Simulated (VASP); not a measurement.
The system is Ca2S.

```
CELL_PARAMETERS angstrom
0.00000 4.27538 4.27538
4.27538 0.00000 4.27538
4.27538 4.27538 0.00000
ATOMIC_POSITIONS crystal
Ca 0.62500 0.62500 0.62500
Ca 0.12500 0.62500 0.62500
Ca 0.62500 0.62500 0.12500
Ca 0.62500 0.12500 0.62500
S 0.00000 0.00000 0.00000
S 0.25000 0.25000 0.25000
```

```yaml
Program: VASP 6.6.1
Task: relaxation of cell and atoms
Functional: PBE
Potentials_or_basis: VASP PAW PBE potentials, release 64 (Ca_sv, S)
Cutoff: 600 eV
k_mesh: 8 × 8 × 8
Occupations: gaussian, width 0.1 eV
Spin: no spin polarisation
```

At the start: pressure 3.1 GPa; volume 26.05 Å³/atom.

Problem. Where does the relaxation end?

Solution. Over 4 steps the energy falls by 47.6 meV/atom and the volume is 30.97 Å³/atom (+18.9 %); space group Fd-3m (No. 227, to 0.1 Å) before and after.

The path:
```
step  energy change (eV)  largest force (eV/Å)  pressure (GPa)  volume (Å³)
   1              0.0000                0.0000            3.15       156.30
   2             -0.1831                0.0000            1.85       168.17
   3             -0.2812                0.0000           -0.36       189.86
   4             -0.2855                0.0000            0.02       185.80
```

Final structure:
```
CELL_PARAMETERS angstrom
0.00000 4.52903 4.52903
4.52903 0.00000 4.52903
4.52903 4.52903 0.00000
ATOMIC_POSITIONS crystal
Ca 0.62500 0.62500 0.62500
Ca 0.12500 0.62500 0.62500
Ca 0.62500 0.62500 0.12500
Ca 0.62500 0.12500 0.62500
S 0.00000 0.00000 0.00000
S 0.25000 0.25000 0.25000
```

Caveat: the volume moved by over 15 % at a fixed basis, so the end points are rough.
